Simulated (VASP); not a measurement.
Wanted: the native input for a VASP 6.6.1 run.

```
Task                   : single point
Functional             : PBE
Potentials or basis    : VASP PAW PBE potentials, release 64 (Ca_sv, O)
Cutoff                 : 520 eV
k mesh                 : 10 × 10 × 10
Occupations            : gaussian, width 0.05 eV
Spin                   : no spin polarisation
Dipole correction      : no
Further INCAR settings : ALGO = Normal; EDIFF = 1e-07; NBANDS = 15
```

The structure of CaO lies in POSCAR:

```
CaO
1.0
    1.2958483921      3.2396209802      3.2396209802
    3.2396209802      1.2958483921      3.2396209802
    3.2396209802      3.2396209802      1.2958483921
Ca O
1 1
Direct
    0.0000000000      0.0000000000      0.0000000000
    0.5000000000      0.5000000000      0.5000000000
```

This cell differs from its parent crystal: ratio of the length along [111] to the lengths across it x 2.0, volume and fractional coordinates fixed.

The input as run:

INCAR

```
SYSTEM = CaO
ALGO = Normal
EDIFF = 1E-7
ENCUT = 520
GGA = PE
ISIF = 2
ISMEAR = 0
LASPH = .True.
LCHARG = .False.
LREAL = .False.
LWAVE = .False.
NBANDS = 15
NELM = 80
PREC = Accurate
SIGMA = 0.05
```

KPOINTS

```
k-points
0
Gamma
  10 10 10
  0 0 0
```

Potentials or basis: VASP PAW PBE potentials, release 64 (Ca_sv, O).

Command:

```sh
$ cat potpaw_PBE.64/Ca_sv/POTCAR potpaw_PBE.64/O/POTCAR > POTCAR
$ mpirun -np 1 vasp_std > vasp.out
```

Results of the run:

* Pressure: 0.7 GPa
* Band gap on the k mesh: zero (band 8 reaches 4.28 eV, above the bottom of band 9 at 3.46 eV)

Run time: 45 s on 1 thread of Intel(R) Xeon(R) 6975P-C (Granite Rapids), with other jobs on the host, peak memory 0.23 GiB.
